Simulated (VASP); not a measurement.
# Be (Fm-3m) in VASP: further runs, part 2 of 3

VASP 6.6.1.

### 3 Single point, LDA

Input file INCAR:

```
SYSTEM = Be
ALGO     = Normal         ! electronic algorithm
EDIFF    = 1E-6           ! SCF threshold, eV
ENCUT    = 520            ! plane-wave cutoff, eV
ISIF     = 2              ! what is computed and relaxed
ISMEAR   = -1             ! smearing method
LASPH    = .TRUE.         ! aspherical terms in the spheres
LCHARG   = .FALSE.        ! write CHGCAR
LREAL    = .FALSE.        ! projectors in reciprocal space
LWAVE    = .FALSE.        ! write WAVECAR
NBANDS   = 7              ! bands
NELM     = 100            ! most SCF steps
PREC     = Accurate       ! precision mode
SIGMA    = 0.05           ! smearing width, eV
```

Input file KPOINTS:

```
k-points
0
G
  21 21 21
  0 0 0
```

Input file POSCAR:

```
Be
1.0
    0.0000000000      1.3101229092      1.3101229092
    1.3101229092      0.0000000000      1.3101229092
    1.3101229092      1.3101229092      0.0000000000
Be
1
Direct
    0.0000000000      0.0000000000      0.0000000000
```

Potentials or basis: VASP PAW LDA potentials, release 64 (Be).

Command:

```sh
$ cat potpaw_LDA.64/Be/POTCAR > POTCAR
$ mpirun -np 1 vasp_std > vasp.out
```

OUTCAR:

```text
SYSTEM = Be
   EDIFF = 1E-6
   ENCUT = 520
   ISIF = 2
   ISMEAR = -1
   LASPH = .TRUE.
   LREAL = .FALSE.
   NELM = 100
   PREC = Accurate

 ion  position               nearest neighbor table
   1  0.000  0.000  0.000-

  LATTYP: Found a face centered cubic cell.
 ALAT       =     2.6202458184

  Lattice vectors:

 A1 = (   0.0000000000,   1.3101229092,   1.3101229092)
 A2 = (   1.3101229092,   0.0000000000,   1.3101229092)
 A3 = (   1.3101229092,   1.3101229092,   0.0000000000)

Analysis of symmetry for initial positions (statically):
=====================================================================
 Subroutine PRICEL returns:
 Original cell was already a primitive cell.

 Routine SETGRP: Setting up the symmetry group for a
 face centered cubic supercell.

 Subroutine GETGRP returns: Found 48 space group operations
 (whereof 48 operations were pure point group operations)
 out of a pool of 48 trial point group operations.

The static configuration has the point symmetry O_h .

Analysis of symmetry for dynamics (positions and initial velocities):
=====================================================================
 Subroutine PRICEL returns:
 Original cell was already a primitive cell.

 Routine SETGRP: Setting up the symmetry group for a
 face centered cubic supercell.

 Subroutine GETGRP returns: Found 48 space group operations
 (whereof 48 operations were pure point group operations)
 out of a pool of 48 trial point group operations.

The dynamic configuration has the point symmetry O_h .

 Subroutine INISYM returns: Found 48 space group operations
 (whereof 48 operations are pure point group operations),
 and found     1 'primitive' translations

----------------------------------------------------------------------------------------

                                     Primitive cell

  volume of cell :       4.4974

  direct lattice vectors                    reciprocal lattice vectors
     0.000000000  1.310122909  1.310122909    -0.381643582  0.381643582  0.381643582
     1.310122909  0.000000000  1.310122909     0.381643582 -0.381643582  0.381643582
     1.310122909  1.310122909  0.000000000     0.381643582  0.381643582 -0.381643582

  length of vectors
     1.852793587  1.852793587  1.852793587     0.661026075  0.661026075  0.661026075

  position of ions in fractional coordinates (direct lattice)
     0.000000000  0.000000000  0.000000000

  ion indices of the primitive-cell ions
   primitive index   ion index
                 1           1

----------------------------------------------------------------------------------------

 KPOINTS: k-points

Automatic generation of k-mesh.
 Grid dimensions read from file:
 generate k-points for:   21   21   21

 Generating k-lattice:

  Cartesian coordinates                     Fractional coordinates (reciprocal lattice)
    -0.018173504  0.018173504  0.018173504     0.047619048  0.000000000  0.000000000
     0.018173504 -0.018173504  0.018173504     0.000000000  0.047619048  0.000000000
     0.018173504  0.018173504 -0.018173504     0.000000000  0.000000000  0.047619048

  Length of vectors
     0.031477432  0.031477432  0.031477432

  Shift w.r.t. Gamma in fractional coordinates (k-lattice)
     0.000000000  0.000000000  0.000000000

 Subroutine IBZKPT returns following result:
 ===========================================

 Found    286 irreducible k-points:

 Following reciprocal coordinates:
            Coordinates               Weight
  0.000000  0.000000  0.000000      1.000000
  0.047619  0.000000  0.000000      8.000000
  0.095238  0.000000  0.000000      8.000000
  0.142857  0.000000  0.000000      8.000000
  0.190476  0.000000  0.000000      8.000000
  0.238095  0.000000  0.000000      8.000000
[... 16 lines left out ...]
 -0.428571  0.047619  0.000000     24.000000
 -0.380952  0.047619  0.000000     24.000000
 [... further k-points ...]
   k-points           NKPTS =    286   k-points in BZ     NKDIM =    286   number of bands    NBANDS=      7
   number of dos      NEDOS =    301   number of ions     NIONS =      1
   total plane-waves  NPLWV =   2744
   dimension x,y,z NGX =    14 NGY =   14 NGZ =   14
   dimension x,y,z NGXF=    28 NGYF=   28 NGZF=   28
   ions per type =               1
   NGX,Y,Z   is equivalent  to a cutoff of  12.56, 12.56, 12.56 a.u.
   NGXF,Y,Z  is equivalent  to a cutoff of  25.12, 25.12, 25.12 a.u.
 SYSTEM =  Be
   PREC   = accura    normal or accurate (medium, high low for compatibility)
   ISTART =      0    job   : 0-new  1-cont  2-samecut
   ICHARG =      2    charge: 1-file 2-atom 10-const
   ISPIN  =      1    spin polarized calculation?
   LNONCOLLINEAR =      F non collinear calculations
   LSORBIT =      F    spin-orbit coupling
   LASPH  =      T    aspherical Exc in radial PAW
   ENCUT  =  520.0 eV  38.22 Ry    6.18 a.u.   3.44  3.44  3.44*2*pi/ulx,y,z
   NELM   =    100;   NELMIN=  2; NELMDL= -5     # of ELM steps
   EDIFF  = 0.1E-05   stopping-criterion for ELM
   LREAL  =      F    real-space projection
   EDIFFG = 0.1E-04   stopping-criterion for IOM
   NSW    =      0    number of steps for IOM
   IBRION =     -1    ionic relax: 0-MD 1-quasi-New 2-CG
   NFREE  =      0    steps in history (QN), initial steepest desc. (CG)
   ISIF   =      2    stress and relaxation
   ISYM   =      2    0-nonsym 1-usesym 2-fastsym
   POTIM  = 0.5000    time-step for ionic-motion
   TEBEG  =    0.0;   TEEND  =   0.0 temperature during run
   PSTRESS=    0.0 pullay stress
   NELECT =       2.0000    total number of electrons
   NUPDOWN=      -1.0000    fix difference up-down
   EMIN   =  10.00;   EMAX   =-10.00  energy-range for DOS
   EFERMI =   0.00;   METHOD = LEGACY
   ISMEAR =    -1;   SIGMA  =   0.05  broadening in eV -4-tet -1-fermi 0-gaus
   EFERMI_NEDOS =   21; number of points for ismear=-14 and -15
   IALGO  =     38    algorithm
   IMIX   =      4    mixing-type and parameters
     AMIX     =   0.40;   BMIX     =  1.00
     AMIX_MAG =   1.60;   BMIX_MAG =  1.00
  volume/ion in A,a.u.               =       4.50        30.35
  Fermi-wavevector in a.u.,A,eV,Ry     =   1.249576  2.361357 21.244695  1.561441
  Thomas-Fermi vector in A             =   2.383611
   LORBIT       =      0    0 simple, 1 ext, 2 COOP (PROOUT), +10 PAW based schemes
   GGA     = CA    functional components
   LHFCALC =     F    Hartree Fock is set to
   AEXX    =    0.0000 exact exchange contribution
   IVDW    =     0    specifies the selected vdW correction
   LEPSILON=     F    determine dielectric tensor
   LRPA    =     F    only Hartree local field effects (RPA)
 non-spin polarized calculation
  energy-cutoff  :      520.00
  volume of cell :        4.50
 maximum number of plane-waves:       129
 NGX is ok and might be reduce to    14

 number of electron       2.0000000 magnetization

 Free energy of the ion-electron system (eV)
  ---------------------------------------------------
  ext. energy  EPLUGINS =         0.00000000
  ---------------------------------------------------
  free energy    TOTEN  =        -3.10460436 eV

  energy without entropy =       -3.10437126  energy(sigma->0) =       -3.10448781

 E-fermi :  12.9262     XC(G=0): -12.6432

 val. band max:       12.8403742220   @ k =  -0.2857   0.4762   0.1905
 cond. band min:      13.0149419421   @ k =  -0.3810   0.3333   0.0000
 fundamental gap:      0.1745677201
 Fermi energy:        12.9261982524

 k-point     1 :       0.0000    0.0000    0.0000
  band No.  band energies     occupation
      1      -1.8526      2.00000
      2      42.7579      0.00000
      3      42.7579      0.00000
      4      42.7579      0.00000
      5      54.5523      0.00000
      6      54.5523      0.00000
      7      54.5523      0.00000
[... 221 lines left out ...]
 k-point    24 :      -0.3810    0.0476    0.0000
  band No.  band energies     occupation
      1       3.5904      2.00000
      2      18.1978      0.00000
      3      37.1168      0.00000
      4      38.8069      0.00000
      5      49.4282      0.00000
      6      51.1058      0.00000
      7      56.7545      0.00000

 [... further k-points ...]

------------------------ aborting loop because EDIFF is reached ----------------------------------------

  FORCE on cell =-STRESS in cart. coord.  units (eV):
  Direction    XX          YY          ZZ          XY          YZ          ZX
  --------------------------------------------------------------------------------------
  -------------------------------------------------------------------------------------
  Total        4.4589767      4.4589767      4.4589767      0.0000000     -0.0000000      0.0000000
  in kB     1588.4723889   1588.4723889   1588.4723889      0.0000000     -0.0000000      0.0000000
  external PRESSURE =    1588.4723889 kB  Pullay stress =       0.0000000 kB

 VOLUME and BASIS-vectors are now :
 -----------------------------------------------------------------------------
  energy-cutoff  :      520.00
  volume of cell :        4.50
      direct lattice vectors                 reciprocal lattice vectors
     0.000000000  1.310122909  1.310122909    -0.381643582  0.381643582  0.381643582
     1.310122909  0.000000000  1.310122909     0.381643582 -0.381643582  0.381643582
     1.310122909  1.310122909  0.000000000     0.381643582  0.381643582 -0.381643582

 POSITION                                       TOTAL-FORCE (eV/Angst)
 -----------------------------------------------------------------------------------
      0.00000      0.00000      0.00000         0.000000      0.000000      0.000000
 -----------------------------------------------------------------------------------
    total drift:                               -0.000000      0.000000     -0.000000

  FREE ENERGIE OF THE ION-ELECTRON SYSTEM (eV)
  ---------------------------------------------------
  free  energy   TOTEN  =        -3.1046043614 eV

  energy  without entropy=       -3.1043712599  energy(sigma->0) =       -3.10448781
```

Run time: 8.8 s. Hardware: 1 thread of Intel Xeon 6975P-C, shared host; peak memory 0.11 GiB.

What came out:

- Free energy: -3.1046 eV
- Pressure: 158.8 GPa
- Band gap on the k mesh: zero (band 1 reaches 13.19 eV, above the bottom of band 2 at 12.46 eV)

Levels at points of the mesh, in eV from the Fermi level:
```tsv
k point	band 1	band 2	band 3	band 4	band 5	band 6
(0.00, 0.00, 0.00)	-14.78	29.83	29.83	29.83	41.63	41.63
```

### 4 Single point, PBEsol

This run uses another cell than the first one, of 4.50 Å³/atom, 1.154 times its volume.

Input file INCAR:

```
PREC = Accurate
ENCUT = 520
EDIFF = 1E-6
ISMEAR = -1
SIGMA = 0.05
LREAL = F
LASPH = T
NELM = 80
ALGO = Normal
ISIF = 2
LWAVE = F
LCHARG = T
GGA = PS
LELF = T
LVHAR = T
NBANDS = 7
```

Input file KPOINTS:

```
Automatic mesh
0
Gamma
  21 21 21
```

POSCAR is that of step 3.

Potentials or basis: VASP PAW PBE potentials, release 64 (Be).

Command:

```sh
$ cat potpaw_PBE.64/Be/POTCAR > POTCAR
$ mpirun -np 1 vasp_std > vasp.out
```

OUTCAR:

```text
PREC = Accurate
   ENCUT = 520
   EDIFF = 1E-6
   ISMEAR = -1
   LREAL = F
   LASPH = T
   NELM = 80
   ISIF = 2
   GGA = PS

 ion  position               nearest neighbor table
   1  0.000  0.000  0.000-

  LATTYP: Found a face centered cubic cell.
 ALAT       =     2.6202458184

  Lattice vectors:

 A1 = (   0.0000000000,   1.3101229092,   1.3101229092)
 A2 = (   1.3101229092,   0.0000000000,   1.3101229092)
 A3 = (   1.3101229092,   1.3101229092,   0.0000000000)

Analysis of symmetry for initial positions (statically):
=====================================================================
 Subroutine PRICEL returns:
 Original cell was already a primitive cell.

 Routine SETGRP: Setting up the symmetry group for a
 face centered cubic supercell.

 Subroutine GETGRP returns: Found 48 space group operations
 (whereof 48 operations were pure point group operations)
 out of a pool of 48 trial point group operations.

The static configuration has the point symmetry O_h .

Analysis of symmetry for dynamics (positions and initial velocities):
=====================================================================
[... 159 lines left out ...]
 cond. band min:      13.3535742377   @ k =  -0.3810   0.3333   0.0000
 fundamental gap:      0.1602956236
 Fermi energy:        13.2721461278

 k-point     1 :       0.0000    0.0000    0.0000
  band No.  band energies     occupation
      1      -1.7506      2.00000
      2      43.4675      0.00000
      3      43.4675      0.00000
      4      43.4675      0.00000
      5      54.9747      0.00000
      6      54.9747      0.00000
      7      54.9747      0.00000
[... 221 lines left out ...]
 k-point    24 :      -0.3810    0.0476    0.0000
  band No.  band energies     occupation
      1       3.8377      2.00000
      2      18.4541      0.00000
      3      37.7068      0.00000
      4      39.4623      0.00000
      5      49.7668      0.00000
      6      51.4770      0.00000
      7      57.0569      0.00000

 [... further k-points ...]

------------------------ aborting loop because EDIFF is reached ----------------------------------------

  FORCE on cell =-STRESS in cart. coord.  units (eV):
  Direction    XX          YY          ZZ          XY          YZ          ZX
  --------------------------------------------------------------------------------------
  -------------------------------------------------------------------------------------
  Total        4.7861749      4.7861749      4.7861749      0.0000000      0.0000000      0.0000000
  in kB     1705.0339505   1705.0339505   1705.0339505      0.0000000      0.0000000      0.0000000
  external PRESSURE =    1705.0339505 kB  Pullay stress =       0.0000000 kB

 VOLUME and BASIS-vectors are now :
 -----------------------------------------------------------------------------
  energy-cutoff  :      520.00
  volume of cell :        4.50
      direct lattice vectors                 reciprocal lattice vectors
     0.000000000  1.310122909  1.310122909    -0.381643582  0.381643582  0.381643582
     1.310122909  0.000000000  1.310122909     0.381643582 -0.381643582  0.381643582
     1.310122909  1.310122909  0.000000000     0.381643582  0.381643582 -0.381643582

 POSITION                                       TOTAL-FORCE (eV/Angst)
 -----------------------------------------------------------------------------------
      0.00000      0.00000      0.00000         0.000000      0.000000      0.000000
 -----------------------------------------------------------------------------------
    total drift:                               -0.000000      0.000000     -0.000000

  FREE ENERGIE OF THE ION-ELECTRON SYSTEM (eV)
  ---------------------------------------------------
  free  energy   TOTEN  =        -2.7432606218 eV

  energy  without entropy=       -2.7430118057  energy(sigma->0) =       -2.74313621
```

OSZICAR:

```text
N       E                     dE             d eps       ncg     rms          rms(c)
DAV:   1    -0.820237828178E+00   -0.82024E+00   -0.13994E+03  4655   0.251E+02
DAV:   2    -0.280127813368E+01   -0.19810E+01   -0.19482E+01  5467   0.344E+01
DAV:   3    -0.280239519398E+01   -0.11171E-02   -0.11170E-02  4823   0.792E-01
DAV:   4    -0.280239526973E+01   -0.75750E-07   -0.74729E-07  5810   0.593E-03
DAV:   5    -0.280239526811E+01    0.16199E-08   -0.42492E-11  4802   0.171E-05    0.157E+00
DAV:   6    -0.275939518492E+01    0.43000E-01   -0.10595E-02  4235   0.121E+00    0.995E-01
DAV:   7    -0.274367499310E+01    0.15720E-01   -0.78464E-03  4473   0.103E+00    0.908E-02
DAV:   8    -0.274326060172E+01    0.41439E-03   -0.79272E-05  4515   0.994E-02    0.205E-02
DAV:   9    -0.274326062178E+01   -0.20060E-07   -0.16445E-06  5236   0.807E-03
   1 F= -.27432606E+01 E0= -.27431362E+01  d E =-.248816E-03
```

Wall time 9 s (1 thread of Intel Xeon 6975P-C, shared host); peak memory 0.11 GiB.

What came out:

| Item | Value |
| --- | --- |
| Free energy | -2.7433 eV |
| Pressure | 170.5 GPa |
| Band gap on the k mesh | zero (band 1 reaches 13.54 eV, above the bottom of band 2 at 12.81 eV) |

Levels at points of the mesh, in eV from the Fermi level:
| k point | band 1 | band 2 | band 3 | band 4 | band 5 |
| --- | --- | --- | --- | --- | --- |
| (0.00, 0.00, 0.00) | -15.02 | 30.20 | 30.20 | 30.20 | 41.70 |

Caveat: the PAW data sets were made with another functional, which shifts forces and pressure a little.

(Continued in part 3 of 3.)
